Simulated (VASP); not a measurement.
A run of VASP 6.6.1:

The input INCAR:

```
SYSTEM = BaS
PREC = Accurate
ENCUT = 520
EDIFF = 1E-7
ISMEAR = 0
SIGMA = 0.01
LREAL = .False.
LASPH = .True.
NELM = 100
ALGO = Normal
ISIF = 2
LWAVE = .False.
LCHARG = .True.
GGA = PE
LELF = .True.
LVHAR = .True.
NBANDS = 15
```

The input KPOINTS:

```
Automatic mesh
0
Gamma
  4 4 4
  0 0 0
```

File POSCAR:

```
BaS
1.0
    0.0000000000      3.3723856668      3.1586207222
    3.3723856668      0.0000000000      3.1586207222
    3.3723856668      3.3723856668      0.0000000000
Ba S
1 1
Direct
    0.0000000000      0.0000000000      0.0000000000
    0.5000000000      0.5000000000      0.5000000000
```

Potentials or basis: VASP PAW PBE potentials, release 64 (Ba_sv, S).

Run with:

```console
$ cat potpaw_PBE.64/Ba_sv/POTCAR potpaw_PBE.64/S/POTCAR > POTCAR
$ mpirun -np 1 vasp_std > vasp.out
```

Hardware: 1 thread of Intel Xeon 8259CL, with other jobs on the host.

Problem. Estimate the wall time of this run.

Solution. Wall time 26 s on 1 thread of Intel Xeon 8259CL, on a shared host, peak memory 0.21 GiB. Counts: scf iterations 15, k points 13.
